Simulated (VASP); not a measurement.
A run of VASP 6.6.1:

File INCAR:

```
  ALGO = Normal
  EDIFF = 1E-6
  EDIFFG = -0.005
  ENCUT = 600
  GGA = CA
  IBRION = 2
  ISIF = 3
  ISMEAR = -1
  LASPH = T
  LCHARG = F
  LREAL = F
  LWAVE = F
  NELM = 60
  NSW = 60
  PREC = Accurate
  SIGMA = 0.05
```

The input KPOINTS:

```
k-points
0
Gamma
  17 17 17
```

The input POSCAR:

```
GaN
1.0
    0.0000000000      2.1670925389      2.1670925389
    2.1670925389      0.0000000000      2.1670925389
    2.1670925389      2.1670925389      0.0000000000
Ga N
1 1
Direct
    0.0000000000      0.0000000000      0.0000000000
    0.2500000000      0.2500000000      0.2500000000
```

Potentials or basis: VASP PAW LDA potentials, release 64 (Ga_d, N).

Run with:

```sh
$ cat potpaw_LDA.64/Ga_d/POTCAR potpaw_LDA.64/N/POTCAR > POTCAR
$ mpirun -np 1 vasp_std > vasp.out
```

Hardware: 1 thread of Intel(R) Xeon(R) Platinum 8488C (Sapphire Rapids), on a shared host.

Problem. Estimate the wall time of this run.

Solution. Run time: 54 s on 1 thread of Intel(R) Xeon(R) Platinum 8488C (Sapphire Rapids), on a shared host, peak memory 0.18 GiB. Counts: scf iterations 37, k points 165, ion steps 5.
